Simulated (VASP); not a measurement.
## BaTiO3: single point with PBE+U

The system is BaTiO3.

```xyz
5
Lattice="2.8604 1.6514 2.3461 -2.8604 1.6514 2.3461 0.0000 -3.3029 2.3461" Properties=species:S:1:pos:R:3 pbc="T T T"
Ba    0.0000    0.0000    0.0189
Ti    0.0000    0.0000    3.6092
O     0.0000   -1.6258    4.6058
O    -1.4080    0.8129    4.6058
O     1.4080    0.8129    4.6058
```

| Quantity | Value |
| --- | --- |
| Program | VASP 6.6.1 |
| Task | single point |
| Functional | PBE |
| Potentials or basis | VASP PAW PBE potentials, release 64 (Ba_sv, Ti_sv, O) |
| Cutoff | 520 eV |
| k mesh | 6 × 6 × 6 |
| Occupations | gaussian, width 0.01 eV |
| Spin | no spin polarisation |
| Hubbard terms | Ti d U = 4.0 eV |
| Dipole correction | no |
| Further INCAR settings | ALGO = Normal; EDIFF = 1e-07; NBANDS = 28 |

The pressure is 3.5 GPa, the largest force is 0.604 eV/Å and the band gap on the k mesh is 2.62 eV, indirect (least direct gap 3.03 eV).

Forces in eV/Å, atoms in the order of the input:
```
Ba   0.000  0.000 -0.039
Ti   0.000  0.000 -0.604
O    0.000 -0.296  0.214
O   -0.256  0.148  0.214
O    0.256  0.148  0.214
```

Stress tensor (GPa, compression positive):
```
3.62 0.00 0.00
0.00 3.62 0.00
0.00 0.00 3.17
```

Levels at points of the mesh, in eV from the valence-band top:
| k point | band 18 | band 19 | band 20 | band 21 | band 22 | band 23 |
| --- | --- | --- | --- | --- | --- | --- |
| (0.00, 0.00, 0.00) | -0.48 | -0.41 | -0.41 | 2.62 | 2.62 | 2.71 |
| (0.50, 0.00, 0.00) | -1.57 | -0.94 | -0.87 | 2.79 | 3.97 | 4.05 |
| (0.50, 0.50, 0.00) | -0.92 | -0.88 | -0.09 | 4.04 | 4.04 | 4.40 |
| (0.50, 0.50, 0.50) | -0.02 | -0.02 | 0.00 | 4.52 | 4.64 | 4.64 |

Eigenvalues of the final occupation matrices:
```csv
site,spin,trace,eigenvalues
site 2 d,1,0.81,0.11 0.11 0.11 0.24 0.24
site 2 d,2,0.81,0.11 0.11 0.11 0.24 0.24
```

It took 74 s on 1 thread of AMD EPYC 7R43 64-Core Processor (Zen 3) (shared host), peak memory 0.17 GiB.

Caveat: spin-orbit coupling is left out, which moves the levels of the heavy elements. A k mesh can miss the band edges.
